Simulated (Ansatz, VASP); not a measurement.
## One calculation of Mg, two programs

```
Mg
1.0
     3.19864    0.00000    0.00000
    -1.59932    2.77010    0.00000
     0.00000    0.00000    5.17899
Mg
2
Direct
  0.33333 0.66667 0.25000
  0.66667 0.33333 0.75000
```

Alike in both runs: functional PBE; k mesh 18 × 18 × 10; occupations fermi-dirac, width 0.05 eV; no spin polarisation.

Ansatz relaxed the structure, and its values are those at the end. VASP's run is a single point on that final structure, the one shown.

|  | VASP | Ansatz |
| --- | --- | --- |
| version | VASP 6.6.1 | Ansatz 0.2.0 |
| potentials or method | VASP PAW PBE potentials, release 64 (Mg) | PAW with Ansatz's default frozen-core files, scalar-relativistic |
| plane-wave cutoff (eV) | 520 | 420 |
| valence electrons in the cell | 4 | 20 |

|  | VASP | Ansatz | Ansatz less VASP |
| --- | --- | --- | --- |
| pressure (GPa) | -0.1 | 0.0 | +0.13 |

The functional is the same, so the differences come from potentials, cutoffs and numerics. VASP's potentials hold 4 valence electrons a cell and Ansatz's 20, so a difference there can come from the potentials and not from the codes.
